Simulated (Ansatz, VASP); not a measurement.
# One calculation of Ga3Se, two programs

```xyz
4
Lattice="4.2249 0.0000 0.0000 0.0000 4.2249 0.0000 0.0000 0.0000 4.2249" Properties=species:S:1:pos:R:3 pbc="T T T"
Ga    0.0000    2.1125    2.1125
Ga    2.1125    0.0000    2.1125
Ga    2.1125    2.1125    0.0000
Se   -0.1000    0.0000    0.0000
```

Change from the starting cell: all Se atoms moved -0.100 Å, as atom 4 along Cartesian [1 0 0].

Alike in both runs: task single point; functional PBEsol; dispersion D3(BJ); k mesh 12 × 12 × 12; occupations gaussian, width 0.15 eV; no spin polarisation.

```csv
,VASP,Ansatz
version,VASP 6.6.1,Ansatz 0.2.0
potentials or method,"VASP PAW PBE potentials, release 64 (Ga_d, Se), cutoff 520 eV","scalar-relativistic, plane waves, PAW"
valence electrons in the cell,45,55
```

|  | VASP | Ansatz | Ansatz less VASP |
| --- | --- | --- | --- |
| gap on the k mesh at the Fermi level (eV) | none | none | - |
| pressure (GPa) | 0.3 | 0.2 | -0.12 |
| traceless stress, the component that is largest in VASP (GPa) | -0.10 | -0.10 | 0.000 |
| rms of the force components (eV/Å) | 0.069 | 0.068 | -0.0013 |

VASP's potentials were made for PBE, not for PBEsol. Atom by atom the forces differ by 0.002 eV/Å (rms over components). A gap of «none» marks a metal or a gap that the smearing closes. VASP's potentials hold 45 valence electrons a cell and Ansatz's 55, so a difference there can come from the potentials and not from the codes.
